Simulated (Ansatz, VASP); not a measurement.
## Two plane-wave programs on TiH5

```
CELL_PARAMETERS angstrom
3.10000 0.00000 0.00000
0.00000 3.10000 0.00000
0.00000 0.00000 10.50000
ATOMIC_POSITIONS crystal
Ti 0.50000 0.00000 0.10500
Ti 0.00000 0.50000 0.89500
H 0.50000 0.50000 0.20500
H 0.00000 0.00000 0.20500
H 0.50000 0.50000 0.79500
H 0.00000 0.00000 0.79500
H 0.50000 0.50000 0.00000
H 0.00000 0.00000 0.00000
H 0.00000 0.50000 0.61500
H 0.00000 0.50000 0.54400
H 0.50000 0.00000 0.38500
H 0.50000 0.00000 0.45600
```

Alike in both runs: task relaxation of cell and atoms; functional PBE; k mesh 5 × 5 × 2; occupations gaussian, width 0.2 eV; no spin polarisation.

```csv
,VASP,Ansatz
version,VASP 6.6.1,Ansatz 0.2.0
potentials or method,"VASP PAW PBE potentials, release 64 (Ti_sv, H), cutoff 600 eV","scalar-relativistic, plane waves, PAW"
valence electrons in the cell,34,34
```

Ansatz gave:

```
gap on the k mesh at the Fermi level, each at its own relaxed structure (eV) : none
relaxed volume (Å³/atom)                                                     : 9.25
relaxed length of the cell vector where the two differ most in proportion (Å)              : 11.779
```

**Question.** What did VASP give for the same quantities?

**Answer.** gap on the k mesh at the Fermi level, each at its own relaxed structure (eV): none; relaxed volume (Å³/atom): 8.41; relaxed length of the cell vector where the two differ most in proportion (Å): 10.570.

A gap of «none» marks a metal or a gap that the smearing closes. One of these differences is far larger than is usual between the two programs; its cause wasn't traced.

The k mesh is coarse, so the values compare programs but aren't converged.
